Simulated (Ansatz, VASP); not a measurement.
Two plane-wave programs on NaF

File INCAR:

```
PREC = Accurate
ENCUT = 520
EDIFF = 1E-7
ISMEAR = 0
SIGMA = 0.05
LREAL = False
LASPH = True
NELM = 80
ALGO = Normal
ISIF = 2
LWAVE = False
LCHARG = False
GGA = PE
NBANDS = 14
```

The input KPOINTS:

```
regular mesh
0
Gamma
  8 8 8
```

Contents of POSCAR:

```
NaF
1.0
    0.0000000000      2.3233000000      2.2071350000
    2.3233000000      0.0000000000      2.2071350000
    2.3233000000      2.3233000000      0.0000000000
Na F
1 1
Direct
    0.0000000000      0.0000000000      0.0000000000
    0.5000000000      0.5000000000      0.5000000000
```

Input for Ansatz:

```yaml
crystal:
  lattice:
    - [0.0, 2.3233, 2.207135]
    - [2.3233, 0.0, 2.207135]
    - [2.3233, 2.3233, 0.0]
  atoms:
    - { symbol: Na, position: [0.0, 0.0, 0.0] }
    - { symbol: F, position: [0.5, 0.5, 0.5] }
basis:
  ecutwfc: 420
kpoints:
  mp_grid: { grid: [8, 8, 8] }
hamiltonian:
  xc: pbe
scf:
  occupations: { method: gaussian, width: 0.05 }
output:
  forces: true
  stress: true
  eigenvalues: true
```

Change from the starting cell: strain +0.000 along x and y, -0.050 along z, atoms carried along.

Alike in both runs: task single point; functional PBE; k mesh 8 × 8 × 8; occupations gaussian, width 0.05 eV; no spin polarisation.

|  | VASP | Ansatz |
| --- | --- | --- |
| version | VASP 6.6.1 | Ansatz 0.2.0 |
| potentials or method | VASP PAW PBE potentials, release 64 (Na_pv, F), cutoff 520 eV | scalar-relativistic, plane waves, PAW |
| valence electrons in the cell | 14 | 16 |

|  | VASP | Ansatz | Ansatz less VASP |
| --- | --- | --- | --- |
| gap on the k mesh at the Fermi level (eV) | 6.53 | 6.55 | +0.018 |
| least direct gap on the mesh (eV) | 6.53 | 6.55 | +0.018 |
| pressure (GPa) | 5.0 | 5.1 | +0.07 |
| traceless stress, the component that is largest in VASP (GPa) | 4.20 | 4.06 | -0.140 |

The functional is the same, so the differences come from potentials, cutoffs and numerics. VASP's potentials hold 14 valence electrons a cell and Ansatz's 16, so a difference there can come from the potentials and not from the codes.
